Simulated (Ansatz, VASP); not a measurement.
LiZn2P2 in VASP and in Ansatz

The input POSCAR:

```
LiZn2P2
1.0
    1.9297580000      3.3424370000      0.0000000000
   -1.9297580000      3.3424370000      0.0000000000
    0.0000000000      0.0000000000      6.4507020000
Zn P Li
2 2 1
Direct
    0.3333000000      0.3334000000      0.6340000000
    0.6667000000      0.6666000000      0.3660000000
    0.3333000000      0.3334000000      0.2589000000
    0.6667000000      0.6666000000      0.7411000000
    0.0000000000      0.0000000000      0.0000000000
```

INCAR.step1

```
ALGO = Normal ; EDIFF = 1E-4
ENCUT = 520 ; GGA = PE
ISMEAR = -1 ; LASPH = True
LCHARG = False ; LREAL = False
LWAVE = True ; NBANDS = 26
NELM = 80 ; PREC = Accurate
SIGMA = 0.0816
```

File INCAR.step2:

```
ALGO = Normal ; EDIFF = 1E-7
ENCUT = 520 ; ISIF = 2
ISMEAR = -1 ; ISTART = 1
LASPH = True ; LCHARG = False
LMIXTAU = True ; LREAL = False
LWAVE = False ; METAGGA = R2SCAN
NBANDS = 26 ; NELM = 80
PREC = Accurate ; SIGMA = 0.0816
```

Contents of KPOINTS:

```
k-points
0
Gamma
  5 5 3
```

Input for Ansatz:

```yaml
crystal:
  lattice:
    - [1.929758, 3.342437, 0.0]
    - [-1.929758, 3.342437, 0.0]
    - [0.0, 0.0, 6.450702]
  atoms:
    - { symbol: Zn, position: [0.3333, 0.3334, 0.634] }
    - { symbol: Zn, position: [0.6667, 0.6666, 0.366] }
    - { symbol: P, position: [0.3333, 0.3334, 0.2589] }
    - { symbol: P, position: [0.6667, 0.6666, 0.7411] }
    - { symbol: Li, position: [0.0, 0.0, 0.0] }
  symmetry: { tolerance: 0.0003 }
kpoints:
  mp_grid: { grid: [5, 5, 3], shift: [0, 0, 0] }
magnetization:
  spin_polarized: false
scf:
  occupations: { method: fermi_dirac, width: 0.0816 }
hamiltonian:
  pseudopotentials: { kind: paw }
  xc: r2scan
basis:
  ecutwfc: 500
output:
  forces: true
  stress: true
  eigenvalues: true
```

Alike in both runs: task single point; functional r2SCAN; k mesh 5 × 5 × 3; occupations fermi-dirac, width 0.0816 eV; no spin polarisation.

|  | VASP | Ansatz |
| --- | --- | --- |
| version | VASP 6.6.1 | Ansatz 0.2.0 |
| potentials or method | VASP PAW PBE potentials, release 64 (Zn, P, Li_sv), cutoff 520 eV | PAW plane waves |
| valence electrons in the cell | 37 | 37 |

VASP gave:

| Quantity | Value |
| --- | --- |
| gap on the k mesh at the Fermi level (eV) | none |
| rms of the force components (eV/Å) | 0.274 |

Q: Estimate Ansatz's values.

A: gap on the k mesh at the Fermi level (eV): none; rms of the force components (eV/Å): 0.269.

VASP's potentials were made for PBE, not for r2SCAN. Atom by atom the forces differ by 0.006 eV/Å (rms over components). A gap of «none» marks a metal or a gap that the smearing closes. Ansatz's warnings: structure snapped to symmetry.

The k mesh is coarse, so the values compare programs but aren't converged. Noted on VASP's run: the cutoff is short for stress, so the pressure is rough.
